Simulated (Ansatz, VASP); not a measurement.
MgO in VASP and in Ansatz

```
Mg O
1.0
     0.00000    2.12500    2.12500
     2.12500    0.00000    2.12500
     2.12500    2.12500    0.00000
Mg O
1 1
Direct
  0.00000 0.00000 0.00000
  0.50000 0.50000 0.50000
```

Alike in both runs: task single point; functional HSE06; k mesh 4 × 4 × 4; occupations fermi-dirac, width 0.02 eV; no spin polarisation.

|  | VASP | Ansatz |
| --- | --- | --- |
| version | VASP 6.6.1 | Ansatz 0.2.0 development build |
| potentials or method | VASP PAW PBE potentials, release 64 (Mg, O) | plane waves, PAW datasets (generated soft set 1) |
| plane-wave cutoff (eV) | 520 | 420 |
| valence electrons in the cell | 8 | 16 |

|  | VASP | Ansatz | Ansatz less VASP |
| --- | --- | --- | --- |
| gap on the k mesh at the Fermi level (eV) | 6.17 | 6.21 | +0.043 |

VASP's potentials hold 8 valence electrons a cell and Ansatz's 16, so a difference there can come from the potentials and not from the codes. Ansatz's warnings: stress scf threshold loose.

The k mesh is coarse, so the values compare programs but aren't converged.
